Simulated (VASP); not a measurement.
Runs of VASP 6.6.1 on AlN. Symmetry: F-43m, No. 216, cubic system. The conventional cell has a = 4.370 Å, b = 4.370 Å, c = 4.370 Å, α = 90.00°, β = 90.00°, γ = 90.00°. Al (site symmetry -43m) has 4 N at 1.89 Å within 2.5 Å. Within 2.5 Å of N (site symmetry -43m) lie 4 Al at 1.89 Å. 

```csv
level,potentials or basis,k mesh,grid for exact exchange (PRECFOCK),screening parameter,gap on the mesh (eV),pressure (GPa)
PBE,"VASP PAW PBE potentials, release 64 (Al, N)",6 × 6 × 6,-,-,3.32,4.3
r2SCAN,"VASP PAW PBE potentials, release 64 (Al, N)",6 × 6 × 6,-,-,(b),-0.4
PBE,"VASP PAW PBE potentials, release 64 (Al, N)",8 × 8 × 8,-,-,3.32,4.3
LDA,"VASP PAW LDA potentials, release 64 (Al, N)",6 × 6 × 6,-,-,(a),-3.3
HSE06,"VASP PAW PBE potentials, release 64 (Al, N)",6 × 6 × 6,Normal,0.2079 1/Å,4.55,-0.8
```

Alike in all rows: task single point; no spin polarisation; cell as given; cutoff (eV) 520; smearing gaussian 0.01 eV.

**Question.** Fill in the values left out.

**Answer.** (a) 3.22; (b) 3.93.

Caveats: the PAW data sets were made with another functional, which shifts forces and pressure a little (some runs).

A k mesh can miss the band edges.
